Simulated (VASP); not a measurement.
# AlN: single point with r2SCAN

Crystal: AlN.

```xyz
2
Lattice="0.0000 2.2718 2.2718 2.2718 0.0000 2.2718 2.2718 2.2718 0.0000" Properties=species:S:1:pos:R:3 pbc="T T T"
Al    0.0000    0.0000    0.0000
N     3.4078    3.4078    3.4078
```

This cell differs from its parent crystal: strain +4.0%.

```
Program             : VASP 6.6.1
Task                : single point
Functional          : r2SCAN
Potentials or basis : VASP PAW PBE potentials, release 64 (Al, N)
Cutoff              : 520 eV
k mesh              : 10 × 10 × 10
Occupations         : gaussian, width 0.01 eV
Spin                : no spin polarisation
```

| Quantity | Value |
| --- | --- |
| Pressure | -20.0 GPa |
| Band gap on the k mesh | 3.83 eV, direct |

Levels at points of the mesh, in eV from the valence-band top:
| k point | band 1 | band 2 | band 3 | band 4 | band 5 | band 6 | band 7 | band 8 | band 9 |
| --- | --- | --- | --- | --- | --- | --- | --- | --- | --- |
| (0.00, 0.00, 0.00) | -15.09 | 0.00 | 0.00 | 0.00 | 3.83 | 12.35 | 12.35 | 12.35 | 17.58 |
| (0.50, 0.00, 0.00) | -13.40 | -5.42 | -0.47 | -0.47 | 7.11 | 9.97 | 11.19 | 11.19 | 17.74 |
| (0.50, 0.50, 0.00) | -12.88 | -4.60 | -1.68 | -1.68 | 3.83 | 8.71 | 13.61 | 15.46 | 15.46 |

It took 25 s on 1 thread of Intel Xeon 6975P-C (shared host), peak memory 0.14 GiB.

Caveat: the cell differs from its parent crystal (strain +4.0%); the PAW data sets were made with another functional, which shifts forces and pressure a little. A k mesh can miss the band edges.
